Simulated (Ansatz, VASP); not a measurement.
Na: VASP beside Ansatz

File POSCAR:

```
Na
1.0
   -2.1410000000      2.1410000000      2.1410000000
    2.1410000000     -2.1410000000      2.1410000000
    2.1410000000      2.1410000000     -2.1410000000
Na
1
Direct
    0.0000000000      0.0000000000      0.0000000000
```

File INCAR.step1:

```
SYSTEM = Na
  PREC = Accurate
  ENCUT = 400
  EDIFF = 1E-5
  ISMEAR = 1
  SIGMA = 0.1
  LREAL = .FALSE.
  LASPH = .TRUE.
  NELM = 120
  ALGO = Normal
  ISIF = 2
  LWAVE = .TRUE.
  NBANDS = 10
  GGA = PE
  GGA_COMPAT = .FALSE.
```

INCAR.step2

```
SYSTEM = Na
  PREC = Accurate
  ENCUT = 400
  EDIFF = 1E-6
  ISMEAR = 1
  SIGMA = 0.1
  LREAL = .FALSE.
  LASPH = .TRUE.
  NELM = 120
  ALGO = Normal
  ISIF = 2
  LWAVE = .FALSE.
  LCHARG = .TRUE.
  GGA = PE
  LHFCALC = .TRUE.
  AEXX = 0.25
  PRECFOCK = Normal
  IVDW = 13
  LELF = .TRUE.
  LVHAR = .TRUE.
  NBANDS = 10
  ISTART = 1
  GGA_COMPAT = .FALSE.
```

Contents of KPOINTS:

```
regular mesh
0
G
  6 6 6
  0 0 0
```

The input input.yaml:

```yaml
crystal:
  lattice: { a: 4.282, b: 4.282, c: 4.282, alpha: 90.0, beta: 90.0, gamma: 90.0 }
  space_group: 229
  reduce_to_primitive: true
  atoms:
    - { symbol: Na, wyckoff: "2a", position: [0.0, 0.0, 0.0] }
hamiltonian:
  xc: pbe0
  pseudopotentials: { kind: nc }
  dispersion: d4
kpoints:
  mp_grid: { grid: [6, 6, 6] }
scf:
  occupations: { method: methfessel_paxton, width: 0.1 }
output:
  forces: true
  stress: true
  eigenvalues: true
  bader: false
  populations: true
```

Alike in both runs: functional PBE0; dispersion D4; k mesh 6 × 6 × 6; occupations methfessel-paxton of order 1, width 0.1 eV; no spin polarisation.

|  | VASP | Ansatz |
| --- | --- | --- |
| version | VASP 6.6.1 | Ansatz 0.2.0 |
| potentials or method | VASP PAW PBE potentials, release 64 (Na_pv) | Ansatz NC |
| plane-wave cutoff (eV) | 400 | 1197 |
| valence electrons in the cell | 7 | 9 |
| task | single point | atomic charges |

```csv
,VASP,Ansatz,Ansatz less VASP
gap on the k mesh at the Fermi level (eV),none,none,-
pressure (GPa),-0.4,-0.2,+0.22
```

A gap of «none» marks a metal or a gap that the smearing closes. VASP's potentials hold 7 valence electrons a cell and Ansatz's 9, so a difference there can come from the potentials and not from the codes.
